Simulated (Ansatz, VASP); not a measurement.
**TiN: VASP beside Ansatz**

```xyz
2
Lattice="0.0000 2.1361 2.1361 2.1361 0.0000 2.1361 2.1361 2.1361 0.0000" Properties=species:S:1:pos:R:3 pbc="T T T"
Ti    0.0000    0.0000    0.0000
N     2.1361    2.1361    2.1361
```

Change from the starting cell: volume scaled by 1.02, crystal datasets.

Alike in both runs: task electric field gradients; functional PBEsol; k mesh 13 × 13 × 13; occupations fermi-dirac, width 0.05 eV; no spin polarisation.

```csv
,VASP,Ansatz
version,VASP 6.6.1,Ansatz 0.2.0
potentials or method,"VASP PAW PBE potentials, release 64 (Ti_sv, N), cutoff 520 eV","all-electron PAW with datasets made for the crystal, scalar-relativistic"
```

Ansatz gave:

```
pressure (GPa) : -13.1
```

**Question.** Estimate VASP's values.

**Answer.** Pressure (GPa): -12.6.

VASP's potentials were made for PBE, not for PBEsol. Ansatz ran all-electron here, and VASP with PAW potentials.
